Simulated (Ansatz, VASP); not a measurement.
MoSe in VASP and in Ansatz

INCAR

```
PREC     = Accurate       # precision mode
ENCUT    = 500            # plane-wave cutoff, eV
EDIFF    = 1E-6           # SCF threshold, eV
ISMEAR   = 0              # smearing method
SIGMA    = 0.05           # smearing width, eV
LREAL    = False          # projectors in reciprocal space
LASPH    = True           # aspherical terms in the spheres
NELM     = 200            # most SCF steps
ALGO     = Normal         # electronic algorithm
ISIF     = 2              # what is computed and relaxed
LWAVE    = False          # write WAVECAR
LCHARG   = True           # write CHGCAR
ISPIN    = 2              # spin polarisation
MAGMOM   = 0.24 0         # initial moments
LORBIT   = 11             # projections on sites
LMAXMIX  = 4              # l up to which the mixer works
GGA      = PS             # functional
LELF     = True           # ELF
LVHAR    = True         
NBANDS   = 21             # bands
GGA_COMPAT= False
```

The input KPOINTS:

```
regular mesh
0
Gamma
  10 10 10
```

Contents of POSCAR:

```
MoSe
1.0
    0.0000000000      2.5924164109      2.5924164109
    2.5924164109      0.0000000000      2.5924164109
    2.5924164109      2.5924164109      0.0000000000
Mo Se
1 1
Direct
    0.5000000000      0.5000000000      0.5000000000
    0.0000000000      0.0000000000      0.0000000000
```

Input for Ansatz:

```yaml
crystal:
  lattice:
    - [0.0, 2.5924164109, 2.5924164109]
    - [2.5924164109, 0.0, 2.5924164109]
    - [2.5924164109, 2.5924164109, 0.0]
  atoms:
    - { symbol: Mo, position: [0.5, 0.5, 0.5], spin: 0.24 }
    - { symbol: Se, position: [0.0, 0.0, 0.0] }
basis:
  ecutwfc: 420
  ecutrho_ratio: 4
kpoints:
  mp_grid: { grid: [10, 10, 10] }
hamiltonian:
  xc: pbesol
scf:
  occupations: { method: gaussian, width: 0.05 }
output:
  forces: true
  stress: true
  eigenvalues: true
  populations: true
magnetization:
  spin_polarized: true
```

Alike in both runs: task single point; functional PBEsol; k mesh 10 × 10 × 10; occupations gaussian, width 0.05 eV; collinear spin.

```csv
,VASP,Ansatz
version,VASP 6.6.1,Ansatz 0.2.0
potentials or method,"VASP PAW PBE potentials, release 64 (Mo_sv, Se), cutoff 500 eV","scalar-relativistic, plane waves, PAW"
valence electrons in the cell,20,30
```

Ansatz gave:

| Quantity | Value |
| --- | --- |
| pressure (GPa) | -2.9 |
| net moment per atom (μB) | 0.18 |
| size of the moment on the site where the two differ most (μB) | 0.27 |

**Question.** What did VASP give for the same quantities?

**Answer.** Pressure (GPa): -2.5; net moment per atom (μB): 0.18; size of the moment on the site where the two differ most (μB): 0.31.

VASP's potentials were made for PBE, not for PBEsol. Site moments also hang on the region over which each program counts them. VASP's potentials hold 20 valence electrons a cell and Ansatz's 30, so a difference there can come from the potentials and not from the codes.
